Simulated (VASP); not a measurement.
# Tl (Im-3m) in VASP: a series of runs, part 2 of 2

VASP 6.6.1.

## Step 5: Single point, PBEsol

This run uses another cell than the first one, of 28.49 Å³/atom.

Contents of INCAR:

```
PREC = Accurate
ENCUT = 500
EDIFF = 1E-6
ISMEAR = -1
SIGMA = 0.05
LREAL = F
LASPH = T
NELM = 120
ALGO = Normal
ISIF = 2
LWAVE = F
LCHARG = T
GGA = PS
LELF = T
LVHAR = T
NBANDS = 12
GGA_COMPAT = F
```

Contents of KPOINTS:

```
regular mesh
0
Gamma
  9 9 9
```

Contents of POSCAR:

```
Tl
1.0
   -1.9240107844      1.9240107844      1.9240107844
    1.9240107844     -1.9240107844      1.9240107844
    1.9240107844      1.9240107844     -1.9240107844
Tl
1
Direct
    0.0000000000      0.0000000000      0.0000000000
```

Potentials or basis: VASP PAW PBE potentials, release 64 (Tl_d).

Command:

```sh
$ cat potpaw_PBE.64/Tl_d/POTCAR > POTCAR
$ mpirun -np 1 vasp_std > vasp.out
```

OUTCAR:

```text
PREC = Accurate
   ENCUT = 500
   EDIFF = 1E-6
   ISMEAR = -1
   LREAL = F
   LASPH = T
   NELM = 120
   ISIF = 2
   GGA = PS

 ion  position               nearest neighbor table
   1  0.000  0.000  0.000-

  LATTYP: Found a body centered cubic cell.
 ALAT       =     3.8480215688

  Lattice vectors:

 A1 = (  -1.9240107844,   1.9240107844,   1.9240107844)
 A2 = (   1.9240107844,  -1.9240107844,   1.9240107844)
 A3 = (   1.9240107844,   1.9240107844,  -1.9240107844)

Analysis of symmetry for initial positions (statically):
=====================================================================
 Subroutine PRICEL returns:
 Original cell was already a primitive cell.

 Routine SETGRP: Setting up the symmetry group for a
 body centered cubic supercell.

 Subroutine GETGRP returns: Found 48 space group operations
 (whereof 48 operations were pure point group operations)
 out of a pool of 48 trial point group operations.

The static configuration has the point symmetry O_h .

Analysis of symmetry for dynamics (positions and initial velocities):
=====================================================================
 Subroutine PRICEL returns:
 Original cell was already a primitive cell.

 Routine SETGRP: Setting up the symmetry group for a
 body centered cubic supercell.

 Subroutine GETGRP returns: Found 48 space group operations
 (whereof 48 operations were pure point group operations)
 out of a pool of 48 trial point group operations.

The dynamic configuration has the point symmetry O_h .

 Subroutine INISYM returns: Found 48 space group operations
 (whereof 48 operations are pure point group operations),
 and found     1 'primitive' translations

----------------------------------------------------------------------------------------

                                     Primitive cell

  volume of cell :      28.4893

  direct lattice vectors                    reciprocal lattice vectors
    -1.924010784  1.924010784  1.924010784     0.000000000  0.259873803  0.259873803
     1.924010784 -1.924010784  1.924010784     0.259873803  0.000000000  0.259873803
     1.924010784  1.924010784 -1.924010784     0.259873803  0.259873803  0.000000000

  length of vectors
     3.332484433  3.332484433  3.332484433     0.367517057  0.367517057  0.367517057

  position of ions in fractional coordinates (direct lattice)
     0.000000000  0.000000000  0.000000000

  ion indices of the primitive-cell ions
   primitive index   ion index
                 1           1

----------------------------------------------------------------------------------------

 KPOINTS: regular mesh

Automatic generation of k-mesh.
 Grid dimensions read from file:
 generate k-points for:    9    9    9

 Generating k-lattice:

  Cartesian coordinates                     Fractional coordinates (reciprocal lattice)
     0.000000000  0.028874867  0.028874867     0.111111111  0.000000000  0.000000000
     0.028874867  0.000000000  0.028874867     0.000000000  0.111111111  0.000000000
     0.028874867  0.028874867  0.000000000     0.000000000  0.000000000  0.111111111

  Length of vectors
     0.040835229  0.040835229  0.040835229

  Shift w.r.t. Gamma in fractional coordinates (k-lattice)
     0.000000000  0.000000000  0.000000000

 Subroutine IBZKPT returns following result:
 ===========================================

 Found     35 irreducible k-points:

 Following reciprocal coordinates:
            Coordinates               Weight
  0.000000  0.000000  0.000000      1.000000
  0.111111  0.000000  0.000000     12.000000
  0.222222  0.000000  0.000000     12.000000
  0.333333  0.000000  0.000000     12.000000
  0.444444  0.000000  0.000000     12.000000
  0.111111  0.111111  0.000000     24.000000
[... 16 lines left out ...]
 -0.333333  0.444444  0.111111     48.000000
 -0.444444 -0.444444  0.111111     24.000000
 [... further k-points ...]
   k-points           NKPTS =     35   k-points in BZ     NKDIM =     35   number of bands    NBANDS=     12
   number of dos      NEDOS =    301   number of ions     NIONS =      1
   total plane-waves  NPLWV =  13824
   dimension x,y,z NGX =    24 NGY =   24 NGZ =   24
   dimension x,y,z NGXF=    48 NGYF=   48 NGZF=   48
   ions per type =               1
   NGX,Y,Z   is equivalent  to a cutoff of  11.97, 11.97, 11.97 a.u.
   NGXF,Y,Z  is equivalent  to a cutoff of  23.95, 23.95, 23.95 a.u.
 SYSTEM =  unknown system
   PREC   = accura    normal or accurate (medium, high low for compatibility)
   ISTART =      0    job   : 0-new  1-cont  2-samecut
   ICHARG =      2    charge: 1-file 2-atom 10-const
   ISPIN  =      1    spin polarized calculation?
   LNONCOLLINEAR =      F non collinear calculations
   LSORBIT =      F    spin-orbit coupling
   LASPH  =      T    aspherical Exc in radial PAW
   ENCUT  =  500.0 eV  36.75 Ry    6.06 a.u.   6.08  6.08  6.08*2*pi/ulx,y,z
   NELM   =    120;   NELMIN=  2; NELMDL= -5     # of ELM steps
   EDIFF  = 0.1E-05   stopping-criterion for ELM
   LREAL  =      F    real-space projection
   EDIFFG = 0.1E-04   stopping-criterion for IOM
   NSW    =      0    number of steps for IOM
   IBRION =     -1    ionic relax: 0-MD 1-quasi-New 2-CG
   NFREE  =      0    steps in history (QN), initial steepest desc. (CG)
   ISIF   =      2    stress and relaxation
   ISYM   =      2    0-nonsym 1-usesym 2-fastsym
   POTIM  = 0.5000    time-step for ionic-motion
   TEBEG  =    0.0;   TEEND  =   0.0 temperature during run
   PSTRESS=    0.0 pullay stress
   NELECT =      13.0000    total number of electrons
   NUPDOWN=      -1.0000    fix difference up-down
   EMIN   =  10.00;   EMAX   =-10.00  energy-range for DOS
   EFERMI =   0.00;   METHOD = LEGACY
   ISMEAR =    -1;   SIGMA  =   0.05  broadening in eV -4-tet -1-fermi 0-gaus
   EFERMI_NEDOS =   21; number of points for ismear=-14 and -15
   IALGO  =     38    algorithm
   IMIX   =      4    mixing-type and parameters
     AMIX     =   0.40;   BMIX     =  1.00
     AMIX_MAG =   1.60;   BMIX_MAG =  1.00
  volume/ion in A,a.u.               =      28.49       192.26
  Fermi-wavevector in a.u.,A,eV,Ry     =   1.260361  2.381738 21.613005  1.588511
  Thomas-Fermi vector in A             =   2.393875
   LORBIT       =      0    0 simple, 1 ext, 2 COOP (PROOUT), +10 PAW based schemes
   GGA     = PS    functional components
   LHFCALC =     F    Hartree Fock is set to
   AEXX    =    0.0000 exact exchange contribution
   IVDW    =     0    specifies the selected vdW correction
   LEPSILON=     F    determine dielectric tensor
   LRPA    =     F    only Hartree local field effects (RPA)
 non-spin polarized calculation
  energy-cutoff  :      500.00
  volume of cell :       28.49
 maximum number of plane-waves:       735
   NGX = 13   NGY = 13   NGZ = 13

 number of electron      13.0000008 magnetization

 Free energy of the ion-electron system (eV)
  ---------------------------------------------------
  ext. energy  EPLUGINS =         0.00000000
  ---------------------------------------------------
  free energy    TOTEN  =        -2.63628041 eV

  energy without entropy =       -2.63154540  energy(sigma->0) =       -2.63391290

 E-fermi :   6.3319     XC(G=0): -10.3883

 val. band max:        6.1545254486   @ k =   0.2222   0.2222   0.2222
 cond. band min:       6.3612902144   @ k =  -0.3333   0.4444   0.1111
 fundamental gap:      0.2067647659
 Fermi energy:         6.3318531260

 k-point     1 :       0.0000    0.0000    0.0000
  band No.  band energies     occupation
      1      -5.1939      2.00000
      2      -5.1939      2.00000
      3      -5.1939      2.00000
      4      -4.7543      2.00000
      5      -4.7543      2.00000
      6      -3.6673      2.00000
      7      17.3068      0.00000
      8      17.3068      0.00000
      9      17.3068      0.00000
     10      18.7521      0.00000
     11      18.7521      0.00000
     12      18.7521      0.00000

 k-point     2 :       0.1111    0.0000    0.0000
  band No.  band energies     occupation
      1      -5.2163      2.00000
      2      -5.1814      2.00000
      3      -5.1152      2.00000
      4      -4.7780      2.00000
      5      -4.7545      2.00000
      6      -3.3827      2.00000
      7      14.7567      0.00000
      8      16.3508      0.00000
      9      16.6554      0.00000
     10      18.0213      0.00000
     11      18.5528      0.00000
     12      18.8151      0.00000
[... 316 lines left out ...]
 k-point    24 :      -0.4444   -0.4444    0.1111
  band No.  band energies     occupation
      1      -5.2622      2.00000
      2      -5.1720      2.00000
      3      -4.9391      2.00000
      4      -4.8056      2.00000
      5      -4.5200      2.00000
      6       1.9073      2.00000
      7       4.6052      2.00000
      8       9.1626      0.00000
      9      13.4934      0.00000
     10      17.6389      0.00000
     11      19.1214      0.00000
     12      19.3535      0.00000

 [... further k-points ...]
[... 5 lines left out ...]
  --------------------------------------------------------------------------------------
  -------------------------------------------------------------------------------------
  Total       -0.0125255     -0.0125255     -0.0125255     -0.0000000      0.0000000     -0.0000000
  in kB       -0.7044037     -0.7044037     -0.7044037     -0.0000000      0.0000000     -0.0000000
  external PRESSURE =      -0.7044037 kB  Pullay stress =       0.0000000 kB

 VOLUME and BASIS-vectors are now :
 -----------------------------------------------------------------------------
  energy-cutoff  :      500.00
  volume of cell :       28.49
      direct lattice vectors                 reciprocal lattice vectors
    -1.924010784  1.924010784  1.924010784     0.000000000  0.259873803  0.259873803
     1.924010784 -1.924010784  1.924010784     0.259873803  0.000000000  0.259873803
     1.924010784  1.924010784 -1.924010784     0.259873803  0.259873803  0.000000000

 POSITION                                       TOTAL-FORCE (eV/Angst)
 -----------------------------------------------------------------------------------
      0.00000      0.00000      0.00000        -0.000000     -0.000000     -0.000000
 -----------------------------------------------------------------------------------
    total drift:                                0.000000      0.000000      0.000000

  FREE ENERGIE OF THE ION-ELECTRON SYSTEM (eV)
  ---------------------------------------------------
  free  energy   TOTEN  =        -2.6362804065 eV

  energy  without entropy=       -2.6315453979  energy(sigma->0) =       -2.63391290
```

OSZICAR:

```text
N       E                     dE             d eps       ncg     rms          rms(c)
DAV:   1     0.481787955426E+02    0.48179E+02   -0.63811E+03   896   0.902E+02
DAV:   2    -0.212368858222E+01   -0.50302E+02   -0.49495E+02   972   0.208E+02
DAV:   3    -0.267275637500E+01   -0.54907E+00   -0.54873E+00  1012   0.199E+01
DAV:   4    -0.267510363163E+01   -0.23473E-02   -0.23472E-02   944   0.151E+00
DAV:   5    -0.267512934882E+01   -0.25717E-04   -0.25718E-04  1000   0.154E-01    0.220E+00
DAV:   6    -0.264236937402E+01    0.32760E-01   -0.52982E-02   908   0.217E+00    0.156E+00
DAV:   7    -0.263669817556E+01    0.56712E-02   -0.15755E-02   948   0.116E+00    0.692E-01
DAV:   8    -0.263627819624E+01    0.41998E-03   -0.51180E-04   924   0.225E-01    0.393E-02
DAV:   9    -0.263627936571E+01   -0.11695E-05   -0.34349E-06   964   0.205E-02    0.847E-03
DAV:  10    -0.263628040579E+01   -0.10401E-05   -0.10483E-06   812   0.109E-02    0.689E-04
DAV:  11    -0.263628040652E+01   -0.73601E-09   -0.46184E-08   476   0.177E-03
   1 F= -.26362804E+01 E0= -.26339129E+01  d E =-.473501E-02
```

Run time: 5.9 s. Hardware: 1 thread of Intel Xeon Platinum 8488C (Sapphire Rapids), shared host; peak memory 0.14 GiB.

Results:

| Item | Value |
| --- | --- |
| Free energy | -2.6363 eV |
| Pressure | -0.1 GPa |
| Band gap on the k mesh | zero (an odd number of electrons rules out a gap without spin polarisation) |

Levels at points of the mesh, in eV from the Fermi level:
```tsv
k point	band 3	band 4	band 5	band 6	band 7	band 8	band 9	band 10
(0.00, 0.00, 0.00)	-11.53	-11.09	-11.09	-10.00	10.97	10.97	10.97	12.42
```

Caveat: the PAW data sets were made with another functional, which shifts forces and pressure a little; spin-orbit coupling is left out, which moves the levels of the heavy elements.

## Step 6: Overview

| cell | gap on the mesh (eV) | pressure (GPa) |
| --- | --- | --- |
| a = 2.988 Å, angles 109.5°, 1 atom | none | 30.0 |
| a = 3.054 Å, angles 109.5°, 1 atom | none | 20.0 |
| a = 3.150 Å, angles 109.5°, 1 atom | none | 9.9 |
| a = 3.332 Å, angles 109.5°, 1 atom | none | -0.1 |

Alike in all rows: task single point; level PBEsol; potentials or basis VASP PAW PBE potentials, release 64 (Tl_d); no spin polarisation; k mesh 9 × 9 × 9; cutoff (eV) 500; smearing fermi-dirac 0.05 eV.

Caveats: the PAW data sets were made with another functional, which shifts forces and pressure a little; spin-orbit coupling is left out, which moves the levels of the heavy elements; the cell stands under pressure (at least some runs).

Total energies depend on the potentials used, so only differences within one code and one set of settings carry meaning.

The gap in the log of VASP goes by the Fermi energy; the results here count the filled bands.